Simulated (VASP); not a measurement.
Here is a VASP 6.6.1 calculation.

File POSCAR:

```
Hf
1.0
    0.0000000000      2.2504147384      2.1603981488
    2.2504147384      0.0000000000      2.1603981488
    2.2504147384      2.2504147384      0.0000000000
Hf
1
Direct
    0.0000000000      0.0000000000      0.0000000000
```

INCAR.step1

```
SYSTEM = Hf
  PREC = Accurate
  ENCUT = 520
  ISMEAR = 0
  SIGMA = 0.15
  LREAL = .FALSE.
  LASPH = .TRUE.
  NELM = 80
  NBANDS = 11
  GGA = PE
  ALGO = Normal
  EDIFF = 1E-4
  LWAVE = .TRUE.
  LCHARG = .FALSE.
```

File INCAR.step2:

```
SYSTEM = Hf
  PREC = Accurate
  ENCUT = 520
  EDIFF = 1E-6
  ISMEAR = 0
  SIGMA = 0.15
  LREAL = .FALSE.
  LASPH = .TRUE.
  NELM = 80
  ALGO = Normal
  ISIF = 2
  LWAVE = .FALSE.
  LCHARG = .FALSE.
  METAGGA = R2SCAN
  LMIXTAU = .TRUE.
  NBANDS = 11
  ISTART = 1
```

The input KPOINTS:

```
Automatic mesh
0
G
  20 20 20
  0 0 0
```

Potentials or basis: VASP PAW PBE potentials, release 64 (Hf_pv).

Run with:

```bash
$ cat potpaw_PBE.64/Hf_pv/POTCAR > POTCAR
$ cp INCAR.step1 INCAR
$ mpirun -np 1 vasp_std > vasp.out
$ cp INCAR.step2 INCAR
$ mpirun -np 1 vasp_std > vasp.out
```

(1) Predict the pressure.

(2) Estimate the band gap on the k mesh.

Answers

(1) 2.2 GPa.

(2) zero (band 5 reaches 6.30 eV, above the bottom of band 6 at 4.22 eV).

Caveat: the PAW data sets were made with another functional, which shifts forces and pressure a little; spin-orbit coupling is left out, which moves the levels of the heavy elements.
